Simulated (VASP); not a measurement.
# ZrO2 (Fm-3m) in VASP: notebook

ZrO2 is run at these levels: PBE; tasks: single point.

All numbers are computed with VASP 6.6.1; they aren't measurements. Logs are shortened: lines on timing, memory, paths and dates and some standing lists are left out, and cuts for length are marked.

## Step 1: The cell of the first run

Symmetry: Fm-3m, No. 225, cubic system. Conventional cell: a = 4.886 Å, b = 4.886 Å, c = 4.886 Å, α = 90.00°, β = 90.00°, γ = 90.00°. Within 2.8 Å of Zr (site symmetry m-3m) lie 8 O at 2.12 Å. Within 2.8 Å of O (site symmetry -43m) lie 4 Zr at 2.12 Å and 6 O at 2.44 Å.

## Step 2: Single point, PBE (strain -4.0%)

Contents of INCAR:

```
PREC = Accurate
ENCUT = 600
EDIFF = 1E-6
ISMEAR = -1
SIGMA = 0.02
LREAL = F
LASPH = T
NELM = 120
ALGO = Normal
ISIF = 2
LWAVE = F
LCHARG = T
GGA = PE
LELF = T
LVHAR = T
NBANDS = 19
GGA_COMPAT = F
```

Contents of KPOINTS:

```
Automatic mesh
0
Gamma
  8 8 8
```

Contents of POSCAR:

```
ZrO2
1.0
    0.0000000000      2.4429250423      2.4429250423
    2.4429250423      0.0000000000      2.4429250423
    2.4429250423      2.4429250423      0.0000000000
Zr O
1 2
Direct
    0.0000000000      0.0000000000      0.0000000000
    0.2500000000      0.2500000000      0.2500000000
    0.7500000000      0.7500000000      0.7500000000
```

Potentials or basis: VASP PAW PBE potentials, release 64 (Zr_sv, O).

Started as:

```sh
> cat potpaw_PBE.64/Zr_sv/POTCAR potpaw_PBE.64/O/POTCAR > POTCAR
> mpirun -np 1 vasp_std > vasp.out
```

OUTCAR:

```text
PREC = Accurate
   ENCUT = 600
   EDIFF = 1E-6
   ISMEAR = -1
   LREAL = F
   LASPH = T
   NELM = 120
   ISIF = 2
   GGA = PE

 ion  position               nearest neighbor table
   1  0.000  0.000  0.000-   3 2.12   3 2.12   3 2.12   2 2.12   3 2.12   2 2.12   2 2.12   2 2.12

   2  0.250  0.250  0.250-   1 2.12   1 2.12   1 2.12   1 2.12
   3  0.750  0.750  0.750-   1 2.12   1 2.12   1 2.12   1 2.12

  LATTYP: Found a face centered cubic cell.
 ALAT       =     4.8858500846

  Lattice vectors:

 A1 = (   0.0000000000,   2.4429250423,   2.4429250423)
 A2 = (   2.4429250423,   0.0000000000,   2.4429250423)
 A3 = (   2.4429250423,   2.4429250423,   0.0000000000)

Analysis of symmetry for initial positions (statically):
=====================================================================
 Subroutine PRICEL returns:
 Original cell was already a primitive cell.

 Routine SETGRP: Setting up the symmetry group for a
 face centered cubic supercell.

 Subroutine GETGRP returns: Found 48 space group operations
 (whereof 48 operations were pure point group operations)
 out of a pool of 48 trial point group operations.

The static configuration has the point symmetry O_h .

Analysis of symmetry for dynamics (positions and initial velocities):
=====================================================================
 Subroutine PRICEL returns:
 Original cell was already a primitive cell.

 Routine SETGRP: Setting up the symmetry group for a
 face centered cubic supercell.

 Subroutine GETGRP returns: Found 48 space group operations
 (whereof 48 operations were pure point group operations)
 out of a pool of 48 trial point group operations.

The dynamic configuration has the point symmetry O_h .

 Subroutine INISYM returns: Found 48 space group operations
 (whereof 48 operations are pure point group operations),
 and found     1 'primitive' translations

----------------------------------------------------------------------------------------

                                     Primitive cell

  volume of cell :      29.1582

  direct lattice vectors                    reciprocal lattice vectors
     0.000000000  2.442925042  2.442925042    -0.204672674  0.204672674  0.204672674
     2.442925042  0.000000000  2.442925042     0.204672674 -0.204672674  0.204672674
     2.442925042  2.442925042  0.000000000     0.204672674  0.204672674 -0.204672674

  length of vectors
     3.454817727  3.454817727  3.454817727     0.354503470  0.354503470  0.354503470

  position of ions in fractional coordinates (direct lattice)
     0.000000000  0.000000000  0.000000000
     0.250000000  0.250000000  0.250000000
     0.750000000  0.750000000  0.750000000

  ion indices of the primitive-cell ions
   primitive index   ion index
                 1           1
                 2           2
                 3           3

----------------------------------------------------------------------------------------

 KPOINTS: Automatic mesh

Automatic generation of k-mesh.
 Grid dimensions read from file:
 generate k-points for:    8    8    8

 Generating k-lattice:

  Cartesian coordinates                     Fractional coordinates (reciprocal lattice)
    -0.025584084  0.025584084  0.025584084     0.125000000  0.000000000  0.000000000
     0.025584084 -0.025584084  0.025584084     0.000000000  0.125000000  0.000000000
     0.025584084  0.025584084 -0.025584084     0.000000000  0.000000000  0.125000000

  Length of vectors
     0.044312934  0.044312934  0.044312934

  Shift w.r.t. Gamma in fractional coordinates (k-lattice)
     0.000000000  0.000000000  0.000000000

 Subroutine IBZKPT returns following result:
 ===========================================

 Found     29 irreducible k-points:

 Following reciprocal coordinates:
            Coordinates               Weight
  0.000000  0.000000  0.000000      1.000000
  0.125000  0.000000  0.000000      8.000000
  0.250000  0.000000  0.000000      8.000000
  0.375000  0.000000  0.000000      8.000000
  0.500000  0.000000  0.000000      4.000000
  0.125000  0.125000  0.000000      6.000000
[... 16 lines left out ...]
  0.500000  0.250000  0.125000     48.000000
 -0.375000  0.250000  0.125000     24.000000
 [... further k-points ...]
   k-points           NKPTS =     29   k-points in BZ     NKDIM =     29   number of bands    NBANDS=     19
   number of dos      NEDOS =    301   number of ions     NIONS =      3
   total plane-waves  NPLWV =  21952
   dimension x,y,z NGX =    28 NGY =   28 NGZ =   28
   dimension x,y,z NGXF=    56 NGYF=   56 NGZF=   56
   ions per type =               1   2
   NGX,Y,Z   is equivalent  to a cutoff of  13.47, 13.47, 13.47 a.u.
   NGXF,Y,Z  is equivalent  to a cutoff of  26.95, 26.95, 26.95 a.u.
 SYSTEM =  unknown system
   PREC   = accura    normal or accurate (medium, high low for compatibility)
   ISTART =      0    job   : 0-new  1-cont  2-samecut
   ICHARG =      2    charge: 1-file 2-atom 10-const
   ISPIN  =      1    spin polarized calculation?
   LNONCOLLINEAR =      F non collinear calculations
   LSORBIT =      F    spin-orbit coupling
   LASPH  =      T    aspherical Exc in radial PAW
   ENCUT  =  600.0 eV  44.10 Ry    6.64 a.u.   6.90  6.90  6.90*2*pi/ulx,y,z
   NELM   =    120;   NELMIN=  2; NELMDL= -5     # of ELM steps
   EDIFF  = 0.1E-05   stopping-criterion for ELM
   LREAL  =      F    real-space projection
   EDIFFG = 0.1E-04   stopping-criterion for IOM
   NSW    =      0    number of steps for IOM
   IBRION =     -1    ionic relax: 0-MD 1-quasi-New 2-CG
   NFREE  =      0    steps in history (QN), initial steepest desc. (CG)
   ISIF   =      2    stress and relaxation
   ISYM   =      2    0-nonsym 1-usesym 2-fastsym
   POTIM  = 0.5000    time-step for ionic-motion
   TEBEG  =    0.0;   TEEND  =   0.0 temperature during run
   PSTRESS=    0.0 pullay stress
   NELECT =      24.0000    total number of electrons
   NUPDOWN=      -1.0000    fix difference up-down
   EMIN   =  10.00;   EMAX   =-10.00  energy-range for DOS
   EFERMI =   0.00;   METHOD = LEGACY
   ISMEAR =    -1;   SIGMA  =   0.02  broadening in eV -4-tet -1-fermi 0-gaus
   EFERMI_NEDOS =   21; number of points for ismear=-14 and -15
   IALGO  =     38    algorithm
   IMIX   =      4    mixing-type and parameters
     AMIX     =   0.40;   BMIX     =  1.00
     AMIX_MAG =   1.60;   BMIX_MAG =  1.00
  volume/ion in A,a.u.               =       9.72        65.59
  Fermi-wavevector in a.u.,A,eV,Ry     =   1.534235  2.899283 32.026424  2.353876
  Thomas-Fermi vector in A             =   2.641191
   LORBIT       =      0    0 simple, 1 ext, 2 COOP (PROOUT), +10 PAW based schemes
   GGA     = PE    functional components
   LHFCALC =     F    Hartree Fock is set to
   AEXX    =    0.0000 exact exchange contribution
   IVDW    =     0    specifies the selected vdW correction
   LEPSILON=     F    determine dielectric tensor
   LRPA    =     F    only Hartree local field effects (RPA)
 non-spin polarized calculation
  energy-cutoff  :      600.00
  volume of cell :       29.16
 maximum number of plane-waves:       982
   NGX = 13   NGY = 13   NGZ = 13

 number of electron      24.0000007 magnetization

 Free energy of the ion-electron system (eV)
  ---------------------------------------------------
  ext. energy  EPLUGINS =         0.00000000
  ---------------------------------------------------
  free energy    TOTEN  =       -28.03481479 eV

  energy without entropy =      -28.03481479  energy(sigma->0) =      -28.03481479

 E-fermi :   9.2082     XC(G=0): -12.4581

 val. band max:        8.6804424202   @ k =   0.5000   0.5000   0.0000
 cond. band min:      12.3581787649   @ k =   0.0000   0.0000   0.0000
 fundamental gap:      3.6777363447
 Fermi energy:         9.2081975749

 k-point     1 :       0.0000    0.0000    0.0000
  band No.  band energies     occupation
      1     -38.8474      2.00000
      2     -16.6717      2.00000
      3     -16.6717      2.00000
      4     -16.6717      2.00000
      5     -10.1064      2.00000
      6      -7.0988      2.00000
[... 11 lines left out ...]
     18      19.6221      0.00000
     19      24.1142      0.00000

 k-point     2 :       0.1250    0.0000    0.0000
  band No.  band energies     occupation
      1     -38.8344      2.00000
      2     -16.8763      2.00000
      3     -16.6891      2.00000
      4     -16.6891      2.00000
      5      -9.7921      2.00000
      6      -7.3061      2.00000
[... 11 lines left out ...]
     18      19.3265      0.00000
     19      23.9328      0.00000

 k-point     3 :       0.2500    0.0000    0.0000
  band No.  band energies     occupation
      1     -38.8028      2.00000
      2     -17.3136      2.00000
      3     -16.7306      2.00000
      4     -16.7306      2.00000
      5      -9.1950      2.00000
      6      -7.5981      2.00000
[... 11 lines left out ...]
     18      18.9909      0.00000
     19      23.4348      0.00000

 k-point     4 :       0.3750    0.0000    0.0000
  band No.  band energies     occupation
      1     -38.7710      2.00000
      2     -17.6944      2.00000
      3     -16.7716      2.00000
      4     -16.7716      2.00000
      5      -9.0283      2.00000
      6      -7.3912      2.00000
[... 407 lines left out ...]
     18      19.5660      0.00000
     19      24.4797      0.00000

 k-point    23 :       0.5000    0.2500    0.1250
  band No.  band energies     occupation
      1     -38.7536      2.00000
      2     -17.6232      2.00000
      3     -17.0878      2.00000
      4     -16.8333      2.00000
      5      -8.3977      2.00000
      6      -7.7648      2.00000
[... 11 lines left out ...]
     18      20.1662      0.00000
     19      24.8334      0.00000

 k-point    24 :      -0.3750    0.2500    0.1250
  band No.  band energies     occupation
      1     -38.7429      2.00000
      2     -17.6876      2.00000
      3     -17.1564      2.00000
      4     -16.8563      2.00000
      5      -8.4687      2.00000
      6      -7.5259      2.00000
[... 11 lines left out ...]
     18      20.0875      0.00000
     19      25.2453      0.00000

 [... further k-points ...]

------------------------ aborting loop because EDIFF is reached ----------------------------------------

  FORCE on cell =-STRESS in cart. coord.  units (eV):
  Direction    XX          YY          ZZ          XY          YZ          ZX
  --------------------------------------------------------------------------------------
  -------------------------------------------------------------------------------------
  Total        7.9732015      7.9732015      7.9732015     -0.0000000     -0.0000000      0.0000000
  in kB      438.1097314    438.1097314    438.1097314     -0.0000000     -0.0000000      0.0000000
  external PRESSURE =     438.1097314 kB  Pullay stress =       0.0000000 kB

 VOLUME and BASIS-vectors are now :
 -----------------------------------------------------------------------------
  energy-cutoff  :      600.00
  volume of cell :       29.16
      direct lattice vectors                 reciprocal lattice vectors
     0.000000000  2.442925042  2.442925042    -0.204672674  0.204672674  0.204672674
     2.442925042  0.000000000  2.442925042     0.204672674 -0.204672674  0.204672674
     2.442925042  2.442925042  0.000000000     0.204672674  0.204672674 -0.204672674

 POSITION                                       TOTAL-FORCE (eV/Angst)
 -----------------------------------------------------------------------------------
      0.00000      0.00000      0.00000         0.000000     -0.000000     -0.000000
      1.22146      1.22146      1.22146        -0.000000     -0.000000     -0.000000
      3.66439      3.66439      3.66439         0.000000      0.000000      0.000000
 -----------------------------------------------------------------------------------
    total drift:                                0.000000      0.000000      0.000000

  FREE ENERGIE OF THE ION-ELECTRON SYSTEM (eV)
  ---------------------------------------------------
  free  energy   TOTEN  =       -28.0348147874 eV

  energy  without entropy=      -28.0348147874  energy(sigma->0) =      -28.03481479
```

It took 13 s on 1 thread of Intel Xeon Platinum 8559C (Emerald Rapids), shared host; peak memory 0.16 GiB.

Results:

```yaml
Free_energy: -28.0348 eV
Pressure: 43.8 GPa
Band_gap_on_the_k_mesh: 3.68 eV, indirect (least direct gap 4.25 eV)
```

Caveat: the cell differs from its parent crystal (strain -4.0%).

## Step 3: Single point, PBE (strain -3.0%)

Contents of INCAR:

```
  PREC = Accurate
  ENCUT = 600
  EDIFF = 1E-6
  ISMEAR = -1
  SIGMA = 0.02
  LREAL = False
  LASPH = True
  NELM = 120
  ALGO = Normal
  ISIF = 2
  LWAVE = False
  LCHARG = False
  GGA = PE
  NBANDS = 19
  GGA_COMPAT = False
```

KPOINTS is that of step 2.

Contents of POSCAR:

```
ZrO2
1.0
    0.0000000000      2.4683721782      2.4683721782
    2.4683721782      0.0000000000      2.4683721782
    2.4683721782      2.4683721782      0.0000000000
Zr O
1 2
Direct
    0.0000000000      0.0000000000      0.0000000000
    0.2500000000      0.2500000000      0.2500000000
    0.7500000000      0.7500000000      0.7500000000
```

Potentials or basis: VASP PAW PBE potentials, release 64 (Zr_sv, O).

Started as:

```sh
> cat potpaw_PBE.64/Zr_sv/POTCAR potpaw_PBE.64/O/POTCAR > POTCAR
> mpirun -np 1 vasp_std > vasp.out
```

Wall time 14 s (1 thread of Intel Xeon Platinum 8559C (Emerald Rapids), shared host); peak memory 0.16 GiB.

It converged, with:

- Free energy: -28.2545 eV
- Pressure: 31.8 GPa
- Band gap on the k mesh: 3.60 eV, indirect (least direct gap 4.13 eV)

Levels at points of the mesh, in eV from the valence-band top:
```csv
k point,band 9,band 10,band 11,band 12,band 13,band 14,band 15,band 16
"(0.00, 0.00, 0.00)",-5.79,-0.56,-0.56,-0.56,3.60,3.60,7.27,10.53
"(0.50, 0.00, 0.00)",-2.70,-2.55,-1.71,-1.71,4.36,4.36,6.97,9.32
"(0.50, 0.50, 0.00)",-3.28,-1.65,-1.65,0.00,4.13,5.24,6.70,8.10
```

Caveat: the cell differs from its parent crystal (strain -3.0%). A k mesh can miss the band edges.
